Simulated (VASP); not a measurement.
Al:

```xyz
1
Lattice="-1.5759 1.6569 1.6580 1.4795 -1.5976 1.5023 1.6145 1.6362 -1.5987" Properties=species:S:1:pos:R:3 pbc="T T T"
Al    0.0000    0.0000    0.0000
```

* Program: VASP 6.6.1
* Task: relaxation of cell and atoms
* Functional: PBEsol
* Dispersion: D4
* Potentials or basis: VASP PAW PBE potentials, release 64 (Al)
* Cutoff: 600 eV
* k mesh: 11 × 12 × 12
* Occupations: fermi-dirac, width 0.05 eV
* Spin: no spin polarisation

At the start: pressure 1.1 GPa; volume 16.08 Å³/atom.

Question: How do energy, volume and symmetry change on relaxing?

Answer: Over 26 steps the energy falls by 119.6 meV/atom and the volume is 15.83 Å³/atom (-1.5 %); space group C2/m (No. 12, to 0.1 Å) before, Fm-3m (No. 225, to 0.1 Å).

The path:
| step | energy change (eV) | largest force (eV/Å) | pressure (GPa) | volume (Å³) |
| --- | --- | --- | --- | --- |
| 1 | 0.0000 | 0.0000 | 1.13 | 16.08 |
| 2 | -0.0108 | 0.0000 | -0.61 | 16.34 |
| 3 | -0.0128 | 0.0000 | -1.45 | 16.48 |
| 4 | -0.0167 | 0.0000 | -0.07 | 16.18 |
| 5 | -0.0168 | 0.0000 | 0.30 | 16.11 |
| 6 | -0.0214 | 0.0000 | 0.38 | 16.08 |
| 7 | -0.0474 | 0.0000 | 0.71 | 15.96 |
| 8 | -0.0996 | 0.0000 | 1.54 | 15.65 |
| 9 | -0.0244 | 0.0000 | 10.07 | 14.66 |
| 10 | -0.1069 | 0.0000 | 2.20 | 15.49 |
| 11 | -0.1037 | 0.0000 | 3.44 | 15.27 |
| 12 | -0.1078 | 0.0000 | 2.69 | 15.39 |
| 13 | -0.1088 | 0.0000 | 2.43 | 15.42 |
| 14 | -0.1093 | 0.0000 | 2.20 | 15.46 |
| 15 | -0.1093 | 0.0000 | 2.10 | 15.47 |
| 16 | -0.1107 | 0.0000 | 1.81 | 15.52 |
| 17 | -0.1140 | 0.0000 | 0.97 | 15.65 |
| 18 | -0.1175 | 0.0000 | -0.59 | 15.92 |
| 19 | -0.1178 | 0.0000 | -1.08 | 16.02 |
| 20 | -0.1187 | 0.0000 | -0.85 | 15.97 |
| 21 | -0.1193 | 0.0000 | -0.47 | 15.91 |
| 22 | -0.1193 | 0.0000 | -0.39 | 15.89 |
| 23 | -0.1195 | 0.0000 | -0.18 | 15.85 |
| 24 | -0.1196 | 0.0000 | 0.11 | 15.80 |
| 25 | -0.1196 | 0.0000 | 0.06 | 15.81 |
| 26 | -0.1196 | 0.0000 | -0.05 | 15.83 |

Final structure:
```
CELL_PARAMETERS angstrom
-1.38813 1.97119 1.38556
1.41325 -1.98434 1.43901
1.41495 1.99307 -1.41509
ATOMIC_POSITIONS crystal
Al 0.00000 0.00000 0.00000
```

Caveat: the PAW data sets were made with another functional, which shifts forces and pressure a little.
